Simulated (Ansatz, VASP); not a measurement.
# Cl: VASP beside Ansatz

```
Cl
1.0
    12.00000    0.00000    0.00000
     0.00000   12.30000    0.00000
     0.00000    0.00000   12.60000
Cl
2
Direct
  0.50000 0.50000 0.42100
  0.50000 0.50000 0.57900
```

Alike in both runs: functional r2SCAN; k mesh 1 × 1 × 1; occupations fermi-dirac, width 0.01 eV; no spin polarisation.

Ansatz relaxed the structure, and its values are those at the end. VASP's run is a single point on that final structure, the one shown.

```csv
,VASP,Ansatz
version,VASP 6.6.1,Ansatz 0.2.0
potentials or method,"VASP PAW PBE potentials, release 64 (Cl), cutoff 520 eV","plane waves (500 eV) with PAW, scalar-relativistic"
valence electrons in the cell,14,14
```

```tsv
	VASP	Ansatz	Ansatz less VASP
rms of the force components (eV/Å)	0.123	0.005	-0.1174
```

VASP's potentials were made for PBE, not for r2SCAN. One of these differences is far larger than is usual between the two programs; its cause wasn't traced. With one functional, cell and mesh, what is left measures potentials, basis and numerics.
